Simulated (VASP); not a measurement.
# Ru (Pm-3m) in VASP: notebook

The runs below take Ru through single point, with PBE.

Program: VASP 6.6.1. These are calculated values, not measurements. Logs are shortened: lines on timing, memory, paths and dates and some standing lists are left out, and cuts for length are marked.

## (1) The cell of the first run

It takes space group Pm-3m (No. 221, cubic). The conventional cell has a = 1.994 Å, b = 1.994 Å, c = 1.994 Å, α = 90.00°, β = 90.00°, γ = 90.00°. Ru (site symmetry m-3m) has 6 Ru at 1.99 Å within 2.6 Å.

## (2) Single point, PBE (volume scaled by 0.5)

Contents of INCAR:

```
ALGO = Normal
EDIFF = 1E-6
ENCUT = 520
GGA = PE
ISIF = 2
ISMEAR = -1
LASPH = T
LCHARG = F
LREAL = F
LWAVE = F
NBANDS = 13
NELM = 80
PREC = Accurate
SIGMA = 0.1
```

Contents of KPOINTS:

```
k-points
0
Gamma
  15 15 15
```

Contents of POSCAR:

```
Ru
1.0
    1.9938696300      0.0000000000      0.0000000000
    0.0000000000      1.9938696300      0.0000000000
    0.0000000000      0.0000000000      1.9938696300
Ru
1
Direct
    0.0000000000      0.0000000000      0.0000000000
```

Potentials or basis: VASP PAW PBE potentials, release 64 (Ru_pv).

The run is started by

```sh
> cat potpaw_PBE.64/Ru_pv/POTCAR > POTCAR
> mpirun -np 1 vasp_std > vasp.out
```

OUTCAR:

```text
EDIFF = 1E-6
   ENCUT = 520
   GGA = PE
   ISIF = 2
   ISMEAR = -1
   LASPH = T
   LREAL = F
   NELM = 80
   PREC = Accurate

 ion  position               nearest neighbor table
   1  0.000  0.000  0.000-

  LATTYP: Found a simple cubic cell.
 ALAT       =     1.9938696300

  Lattice vectors:

 A1 = (   1.9938696300,   0.0000000000,   0.0000000000)
 A2 = (   0.0000000000,   1.9938696300,   0.0000000000)
 A3 = (   0.0000000000,   0.0000000000,   1.9938696300)

Analysis of symmetry for initial positions (statically):
=====================================================================
 Subroutine PRICEL returns:
 Original cell was already a primitive cell.

 Routine SETGRP: Setting up the symmetry group for a
 simple cubic supercell.

 Subroutine GETGRP returns: Found 48 space group operations
 (whereof 48 operations were pure point group operations)
 out of a pool of 48 trial point group operations.

The static configuration has the point symmetry O_h .

Analysis of symmetry for dynamics (positions and initial velocities):
=====================================================================
 Subroutine PRICEL returns:
 Original cell was already a primitive cell.

 Routine SETGRP: Setting up the symmetry group for a
 simple cubic supercell.

 Subroutine GETGRP returns: Found 48 space group operations
 (whereof 48 operations were pure point group operations)
 out of a pool of 48 trial point group operations.

The dynamic configuration has the point symmetry O_h .

 Subroutine INISYM returns: Found 48 space group operations
 (whereof 48 operations are pure point group operations),
 and found     1 'primitive' translations

----------------------------------------------------------------------------------------

                                     Primitive cell

  volume of cell :       7.9267

  direct lattice vectors                    reciprocal lattice vectors
     1.993869630  0.000000000  0.000000000     0.501537305  0.000000000  0.000000000
     0.000000000  1.993869630  0.000000000     0.000000000  0.501537305  0.000000000
     0.000000000  0.000000000  1.993869630     0.000000000  0.000000000  0.501537305

  length of vectors
     1.993869630  1.993869630  1.993869630     0.501537305  0.501537305  0.501537305

  position of ions in fractional coordinates (direct lattice)
     0.000000000  0.000000000  0.000000000

  ion indices of the primitive-cell ions
   primitive index   ion index
                 1           1

----------------------------------------------------------------------------------------

 KPOINTS: k-points

Automatic generation of k-mesh.
 Grid dimensions read from file:
 generate k-points for:   15   15   15

 Generating k-lattice:

  Cartesian coordinates                     Fractional coordinates (reciprocal lattice)
     0.033435820  0.000000000  0.000000000     0.066666667  0.000000000  0.000000000
     0.000000000  0.033435820  0.000000000     0.000000000  0.066666667  0.000000000
     0.000000000  0.000000000  0.033435820     0.000000000  0.000000000  0.066666667

  Length of vectors
     0.033435820  0.033435820  0.033435820

  Shift w.r.t. Gamma in fractional coordinates (k-lattice)
     0.000000000  0.000000000  0.000000000

 Subroutine IBZKPT returns following result:
 ===========================================

 Found    120 irreducible k-points:

 Following reciprocal coordinates:
            Coordinates               Weight
  0.000000  0.000000  0.000000      1.000000
  0.066667  0.000000  0.000000      6.000000
  0.133333  0.000000  0.000000      6.000000
  0.200000  0.000000  0.000000      6.000000
  0.266667  0.000000  0.000000      6.000000
  0.333333  0.000000  0.000000      6.000000
[... 16 lines left out ...]
  0.266667  0.200000  0.000000     24.000000
  0.333333  0.200000  0.000000     24.000000
 [... further k-points ...]
   k-points           NKPTS =    120   k-points in BZ     NKDIM =    120   number of bands    NBANDS=     13
   number of dos      NEDOS =    301   number of ions     NIONS =      1
   total plane-waves  NPLWV =   4096
   dimension x,y,z NGX =    16 NGY =   16 NGZ =   16
   dimension x,y,z NGXF=    32 NGYF=   32 NGZF=   32
   ions per type =               1
   NGX,Y,Z   is equivalent  to a cutoff of  13.34, 13.34, 13.34 a.u.
   NGXF,Y,Z  is equivalent  to a cutoff of  26.68, 26.68, 26.68 a.u.
 SYSTEM =  unknown system
   PREC   = accura    normal or accurate (medium, high low for compatibility)
   ISTART =      0    job   : 0-new  1-cont  2-samecut
   ICHARG =      2    charge: 1-file 2-atom 10-const
   ISPIN  =      1    spin polarized calculation?
   LNONCOLLINEAR =      F non collinear calculations
   LSORBIT =      F    spin-orbit coupling
   LASPH  =      T    aspherical Exc in radial PAW
   ENCUT  =  520.0 eV  38.22 Ry    6.18 a.u.   3.71  3.71  3.71*2*pi/ulx,y,z
   NELM   =     80;   NELMIN=  2; NELMDL= -5     # of ELM steps
   EDIFF  = 0.1E-05   stopping-criterion for ELM
   LREAL  =      F    real-space projection
   EDIFFG = 0.1E-04   stopping-criterion for IOM
   NSW    =      0    number of steps for IOM
   IBRION =     -1    ionic relax: 0-MD 1-quasi-New 2-CG
   NFREE  =      0    steps in history (QN), initial steepest desc. (CG)
   ISIF   =      2    stress and relaxation
   ISYM   =      2    0-nonsym 1-usesym 2-fastsym
   POTIM  = 0.5000    time-step for ionic-motion
   TEBEG  =    0.0;   TEEND  =   0.0 temperature during run
   PSTRESS=    0.0 pullay stress
   NELECT =      14.0000    total number of electrons
   NUPDOWN=      -1.0000    fix difference up-down
   EMIN   =  10.00;   EMAX   =-10.00  energy-range for DOS
   EFERMI =   0.00;   METHOD = LEGACY
   ISMEAR =    -1;   SIGMA  =   0.10  broadening in eV -4-tet -1-fermi 0-gaus
   EFERMI_NEDOS =   21; number of points for ismear=-14 and -15
   IALGO  =     38    algorithm
   IMIX   =      4    mixing-type and parameters
     AMIX     =   0.40;   BMIX     =  1.00
     AMIX_MAG =   1.60;   BMIX_MAG =  1.00
  volume/ion in A,a.u.               =       7.93        53.49
  Fermi-wavevector in a.u.,A,eV,Ry     =   1.978886  3.739552 53.280270  3.915989
  Thomas-Fermi vector in A             =   2.999606
   LORBIT       =      0    0 simple, 1 ext, 2 COOP (PROOUT), +10 PAW based schemes
   GGA     = PE    functional components
   LHFCALC =     F    Hartree Fock is set to
   AEXX    =    0.0000 exact exchange contribution
   IVDW    =     0    specifies the selected vdW correction
   LEPSILON=     F    determine dielectric tensor
   LRPA    =     F    only Hartree local field effects (RPA)
 non-spin polarized calculation
  energy-cutoff  :      520.00
  volume of cell :        7.93
 maximum number of plane-waves:       222
 NGX is ok and might be reduce to    16
   NGX =  7   NGY =  7   NGZ =  7

 number of electron      13.9999993 magnetization

 Free energy of the ion-electron system (eV)
  ---------------------------------------------------
  ext. energy  EPLUGINS =         0.00000000
  ---------------------------------------------------
  free energy    TOTEN  =         1.77967800 eV

  energy without entropy =        1.79393400  energy(sigma->0) =        1.78680600

 E-fermi :  26.0223     XC(G=0): -17.5274

 val. band max:       25.9510039315   @ k =   0.2667   0.2667   0.0667
 cond. band min:      26.0240735299   @ k =   0.3333   0.2000   0.1333
 fundamental gap:      0.0730695984
 Fermi energy:        26.0223014664

 k-point     1 :       0.0000    0.0000    0.0000
  band No.  band energies     occupation
      1     -16.8956      2.00000
      2     -16.8956      2.00000
      3     -16.8956      2.00000
      4      12.9120      2.00000
      5      12.9120      2.00000
      6      15.2510      2.00000
      7      30.4580      0.00000
      8      30.4580      0.00000
      9      30.4580      0.00000
     10      36.2825      0.00000
     11      48.6100      0.00000
     12      48.6100      0.00000
     13      48.6100      0.00000

 k-point     2 :       0.0667    0.0000    0.0000
  band No.  band energies     occupation
      1     -17.2697      2.00000
      2     -16.8642      2.00000
      3     -16.8642      2.00000
      4      12.9847      2.00000
      5      13.3413      2.00000
      6      15.5654      2.00000
      7      29.9502      0.00000
      8      29.9502      0.00000
      9      30.4939      0.00000
     10      36.2811      0.00000
     11      47.4625      0.00000
     12      49.1913      0.00000
     13      49.1913      0.00000

 k-point     3 :       0.1333    0.0000    0.0000
  band No.  band energies     occupation
      1     -18.2718      2.00000
      2     -16.7745      2.00000
      3     -16.7745      2.00000
      4      13.1953      2.00000
      5      14.2503      2.00000
      6      16.7395      2.00000
      7      28.6675      0.00000
      8      28.6675      0.00000
      9      30.5965      0.00000
     10      36.2779      0.00000
     11      45.0304      0.00000
     12      50.6382      0.00000
     13      50.6382      0.00000
[... 305 lines left out ...]
 k-point    23 :       0.2667    0.2000    0.0000
  band No.  band energies     occupation
      1     -20.7029      2.00000
      2     -19.1036      2.00000
      3     -16.2377      2.00000
      4      15.4290      2.00000
      5      17.8882      2.00000
      6      20.3974      2.00000
      7      25.8921      1.57242
      8      25.8936      1.56731
      9      27.8323      0.00000
     10      36.2593      0.00000
     11      42.2057      0.00000
     12      47.4994      0.00000
     13      49.4501      0.00000

 k-point    24 :       0.3333    0.2000    0.0000
  band No.  band energies     occupation
      1     -21.9340      2.00000
      2     -18.9101      2.00000
      3     -16.0883      2.00000
      4      15.9338      2.00000
      5      17.0086      2.00000
      6      21.3868      2.00000
      7      24.6317      2.00000
      8      27.8338      0.00000
      9      28.0542      0.00000
     10      36.2546      0.00000
     11      40.8275      0.00000
     12      47.8163      0.00000
     13      48.8730      0.00000

 [... further k-points ...]

------------------------ aborting loop because EDIFF is reached ----------------------------------------

  FORCE on cell =-STRESS in cart. coord.  units (eV):
  Direction    XX          YY          ZZ          XY          YZ          ZX
  --------------------------------------------------------------------------------------
  -------------------------------------------------------------------------------------
  Total       37.3150043     37.3150043     37.3150043      0.0000000      0.0000000     -0.0000000
  in kB     7542.3000108   7542.3000108   7542.3000108      0.0000000      0.0000000     -0.0000000
  external PRESSURE =    7542.3000108 kB  Pullay stress =       0.0000000 kB

 VOLUME and BASIS-vectors are now :
 -----------------------------------------------------------------------------
  energy-cutoff  :      520.00
  volume of cell :        7.93
      direct lattice vectors                 reciprocal lattice vectors
     1.993869630  0.000000000  0.000000000     0.501537305  0.000000000  0.000000000
     0.000000000  1.993869630  0.000000000     0.000000000  0.501537305  0.000000000
     0.000000000  0.000000000  1.993869630     0.000000000  0.000000000  0.501537305

 POSITION                                       TOTAL-FORCE (eV/Angst)
 -----------------------------------------------------------------------------------
      0.00000      0.00000      0.00000         0.000000      0.000000      0.000000
 -----------------------------------------------------------------------------------
    total drift:                               -0.000000     -0.000000      0.000000

  FREE ENERGIE OF THE ION-ELECTRON SYSTEM (eV)
  ---------------------------------------------------
  free  energy   TOTEN  =         1.7796780048 eV

  energy  without entropy=        1.7939339975  energy(sigma->0) =        1.78680600
```

Wall time 14 s (1 thread of Intel Xeon 6975P-C, shared host); peak memory 0.12 GiB.

The run converged, but its numbers aren't listed here, since they failed a check.

## (3) Single point, PBE (volume scaled by 0.6)

Contents of INCAR:

```
SYSTEM = Ru
ALGO = Normal ; EDIFF = 1E-6
ENCUT = 520 ; GGA = PE
ISIF = 2 ; ISMEAR = -1
LASPH = .TRUE. ; LCHARG = .FALSE.
LREAL = .FALSE. ; LWAVE = .FALSE.
NBANDS = 13 ; NELM = 60
PREC = Accurate ; SIGMA = 0.1
```

Contents of KPOINTS:

```
k-points
0
G
  15 15 15
  0 0 0
```

Contents of POSCAR:

```
Ru
1.0
    2.1188026481      0.0000000000      0.0000000000
    0.0000000000      2.1188026481      0.0000000000
    0.0000000000      0.0000000000      2.1188026481
Ru
1
Direct
    0.0000000000      0.0000000000      0.0000000000
```

Potentials or basis: VASP PAW PBE potentials, release 64 (Ru_pv).

The run is started by

```sh
> cat potpaw_PBE.64/Ru_pv/POTCAR > POTCAR
> mpirun -np 1 vasp_std > vasp.out
```

It took 14 s on 1 thread of Intel Xeon 6975P-C, shared host; peak memory 0.12 GiB.

It converged, with:

```yaml
Free_energy: -3.5602 eV
Pressure: 370.8 GPa
Band_gap_on_the_k_mesh: zero (band 7 reaches 27.47 eV, above the bottom of band 8 at 19.08 eV)
```

Levels at points of the mesh, in eV from the Fermi level:
```tsv
k point	band 3	band 4	band 5	band 6	band 7	band 8	band 9	band 10	band 11	band 12
(0.00, 0.00, 0.00)	-42.71	-10.46	-10.46	-10.07	3.49	3.49	3.49	10.50	20.83	20.83
```

## (4) Single point, PBE (volume scaled by 0.7)

Contents of INCAR:

```
SYSTEM = Ru
  PREC = Accurate
  ENCUT = 520
  EDIFF = 1E-6
  ISMEAR = -1
  SIGMA = 0.1
  LREAL = .FALSE.
  LASPH = .TRUE.
  NELM = 100
  ALGO = Normal
  ISIF = 2
  LWAVE = .FALSE.
  LCHARG = .FALSE.
  GGA = PE
  NBANDS = 13
```

Contents of KPOINTS:

```
regular mesh
0
G
  15 15 15
  0 0 0
```

Contents of POSCAR:

```
Ru
1.0
    2.2305199070      0.0000000000      0.0000000000
    0.0000000000      2.2305199070      0.0000000000
    0.0000000000      0.0000000000      2.2305199070
Ru
1
Direct
    0.0000000000      0.0000000000      0.0000000000
```

The run is started by

```sh
> cat potpaw_PBE.64/Ru_pv/POTCAR > POTCAR
> mpirun -np 1 vasp_std > vasp.out
```

Wall time 30 s (1 thread of Intel Xeon 6975P-C, shared host); peak memory 0.13 GiB.

It converged, with:

* Free energy: -6.1912 eV
* Pressure: 181.8 GPa
* Band gap on the k mesh: zero (band 7 reaches 23.33 eV, above the bottom of band 8 at 15.65 eV)

Levels at points of the mesh, in eV from the Fermi level:
```csv
k point,band 3,band 4,band 5,band 6,band 7,band 8,band 9,band 10,band 11,band 12
"(0.00, 0.00, 0.00)",-42.60,-9.25,-8.57,-8.57,2.80,2.80,2.80,10.62,19.48,19.48
```
